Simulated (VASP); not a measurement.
Wanted: the native input for a VASP 6.6.1 run.

```
Task                               : single point
Functional                         : PBE0
Potentials or basis                : VASP PAW PBE potentials, release 64 (Si, O)
Cutoff                             : 520 eV
k mesh                             : 4 × 4 × 4
Occupations                        : fermi-dirac, width 0.05 eV
Spin                               : no spin polarisation
Dipole correction                  : no
Grid for exact exchange (PRECFOCK) : Fast
Further INCAR settings             : ALGO = Normal; EDIFF = 1e-06; NBANDS = 34
Share of exact exchange            : 0.25
```

Crystal: SiO2.

```
CELL_PARAMETERS angstrom
5.06052 0.00000 0.00000
-2.53026 4.38254 0.00000
0.00000 0.00000 5.54135
ATOMIC_POSITIONS crystal
Si 0.50000 0.00000 0.00000
Si 0.50000 0.50000 0.66667
Si 0.00000 0.50000 0.33333
O 0.20861 0.79139 0.16667
O 0.20861 0.41721 0.50000
O 0.41721 0.20861 0.83333
O 0.79139 0.20861 0.16667
O 0.79139 0.58279 0.50000
O 0.58279 0.79139 0.83333
```

These files were run (other wordings do the same):

POSCAR

```
SiO2
1.0
    5.0605222284      0.0000000000      0.0000000000
   -2.5302611142      4.3825408062      0.0000000000
    0.0000000000      0.0000000000      5.5413533100
Si O
3 6
Direct
    0.5000000000      0.0000000000      0.0000000000
    0.5000000000      0.5000000000      0.6666666667
    0.0000000000      0.5000000000      0.3333333333
    0.2086053700      0.7913946300      0.1666666667
    0.2086053700      0.4172107400      0.5000000000
    0.4172107400      0.2086053700      0.8333333333
    0.7913946300      0.2086053700      0.1666666667
    0.7913946300      0.5827892600      0.5000000000
    0.5827892600      0.7913946300      0.8333333333
```

INCAR.step1

```
SYSTEM = SiO2
  ALGO = Normal
  EDIFF = 1E-5
  ENCUT = 520
  GGA = PE
  GGA_COMPAT = .FALSE.
  ISIF = 2
  ISMEAR = -1
  KPAR = 4
  LASPH = .TRUE.
  LCHARG = .FALSE.
  LREAL = .FALSE.
  LWAVE = .TRUE.
  NBANDS = 34
  NELM = 120
  PREC = Accurate
  SIGMA = 0.05
```

INCAR.step2

```
SYSTEM = SiO2
  AEXX = 0.25
  ALGO = Normal
  EDIFF = 1E-6
  ENCUT = 520
  GGA = PE
  GGA_COMPAT = .FALSE.
  ISIF = 2
  ISMEAR = -1
  ISTART = 1
  KPAR = 4
  LASPH = .TRUE.
  LCHARG = .FALSE.
  LHFCALC = .TRUE.
  LREAL = .FALSE.
  LWAVE = .FALSE.
  NBANDS = 34
  NELM = 120
  PREC = Accurate
  PRECFOCK = Fast
  SIGMA = 0.05
```

KPOINTS

```
k-points
0
G
  4 4 4
  0 0 0
```

Potentials or basis: VASP PAW PBE potentials, release 64 (Si, O).

Run with:

```sh
$ cat potpaw_PBE.64/Si/POTCAR potpaw_PBE.64/O/POTCAR > POTCAR
$ cp INCAR.step1 INCAR
$ mpirun -np 4 vasp_std > vasp.out
$ cp INCAR.step2 INCAR
$ mpirun -np 4 vasp_std > vasp.out
```

It gave:

```
Pressure               : -0.1 GPa
Largest force          : 0.045 eV/Å
Band gap on the k mesh : 8.28 eV (least direct gap 8.48 eV)
```

Caveat: the PAW data sets were made with another functional, which shifts forces and pressure a little.

It took 6.2 min on 4 MPI ranks on Intel(R) Xeon(R) 6975P-C (Granite Rapids), on a shared host, peak memory 0.27 GiB a rank.
